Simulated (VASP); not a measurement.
Write the native input for VASP 6.6.1 that does the following.

- Task: electric field gradients
- Functional: LDA
- Potentials or basis: VASP PAW LDA potentials, release 64 (Hg, Te)
- Cutoff: 400 eV
- k mesh: 10 × 10 × 10
- Occupations: fermi-dirac, width 0.08 eV
- Spin: no spin polarisation
- Dipole correction: no
- Further INCAR settings: ALGO = Normal; EDIFF = 1e-08; NBANDS = 16

The structure of HgTe lies in POSCAR:

```
HgTe
1.0
    0.0000000000      2.9215000000      2.8922850000
    2.9215000000      0.0000000000      2.8922850000
    2.9215000000      2.9215000000      0.0000000000
Hg Te
1 1
Direct
    0.0000000000      0.0000000000      0.0000000000
    0.5000000000      0.5000000000      0.5000000000
```

This cell differs from its parent crystal: zz strain of -1 %.

One way to write it, as run:

INCAR

```
PREC = Accurate
ENCUT = 400
EDIFF = 1E-8
ISMEAR = -1
SIGMA = 0.08
LREAL = F
LASPH = T
NELM = 120
ALGO = Normal
ISIF = 2
LWAVE = F
LCHARG = F
GGA = CA
LEFG = T
NBANDS = 16
GGA_COMPAT = F
```

KPOINTS

```
regular mesh
0
Gamma
  10 10 10
```

Potentials or basis: VASP PAW LDA potentials, release 64 (Hg, Te).

Launch:

```console
$ cat potpaw_LDA.64/Hg/POTCAR potpaw_LDA.64/Te/POTCAR > POTCAR
$ mpirun -np 1 vasp_std > vasp.out
```

It gave:

* Pressure: 5.3 GPa
* Band gap on the k mesh: zero (bands 9 and 10 overlap by 3.38 eV)
* Largest electric field gradient by atom: Hg -20.8; Te +12.5 V/Å²

Caveat: the cell differs from its parent crystal (zz strain of -1 %); the cell stands under pressure; without QUAD_EFG the Cq values of the log hold for a quadrupole moment of 1 mb, not for the nuclei; spin-orbit coupling is left out, which moves the levels of the heavy elements.

Run time: 75 s on 1 thread of Intel Xeon 8259CL, with other jobs on the host, peak memory 0.18 GiB.
